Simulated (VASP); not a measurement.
Set up this calculation in VASP 6.6.1, as the native input.

```
Task                   : single point
Functional             : PBE
Potentials or basis    : VASP PAW PBE potentials, release 64 (Al, Bi_d, O)
Cutoff                 : 520 eV
k mesh                 : 4 × 4 × 4
Occupations            : gaussian, width 0.1 eV
Spin                   : no spin polarisation
Dipole correction      : no
Further INCAR settings : ALGO = Normal; EDIFF = 1e-06; NBANDS = 23
```

The structure of Al3BiO lies in POSCAR:

```
Al3BiO
1.0
    4.5015607128      0.0000000000      0.0000000000
    0.0000000000      4.5015607128      0.0000000000
    0.0000000000      0.0000000000      4.5015607128
Al Bi O
3 1 1
Direct
    0.5000000000      0.5000000000      0.0000000000
    0.5000000000      0.0000000000      0.5000000000
    0.0000000000      0.5000000000      0.5000000000
    0.0000000000      0.0000000000      0.0000000000
    0.5000000000      0.5000000000      0.5000000000
```

One way to write it, as run:

INCAR

```
SYSTEM = Al3BiO
ALGO = Normal
EDIFF = 1E-6
ENCUT = 520
GGA = PE
ISIF = 2
ISMEAR = 0
LASPH = .TRUE.
LCHARG = .FALSE.
LREAL = .FALSE.
LWAVE = .FALSE.
NBANDS = 23
NELM = 100
PREC = Accurate
SIGMA = 0.1
```

KPOINTS

```
k-points
0
G
  4 4 4
  0 0 0
```

Potentials or basis: VASP PAW PBE potentials, release 64 (Al, Bi_d, O).

Run with:

```bash
$ cat potpaw_PBE.64/Al/POTCAR potpaw_PBE.64/Bi_d/POTCAR potpaw_PBE.64/O/POTCAR > POTCAR
$ mpirun -np 1 vasp_std > vasp.out
```

Results of the run:

```yaml
Pressure: -0.3 GPa
Band_gap_on_the_k_mesh: zero (band 15 reaches 7.31 eV, above the bottom of band 16 at 5.71 eV)
```

Caveat: spin-orbit coupling is left out, which moves the levels of the heavy elements.

It took 15 s on 1 thread of Intel(R) Xeon(R) Platinum 8559C (Emerald Rapids), with other jobs on the host, peak memory 0.2 GiB.
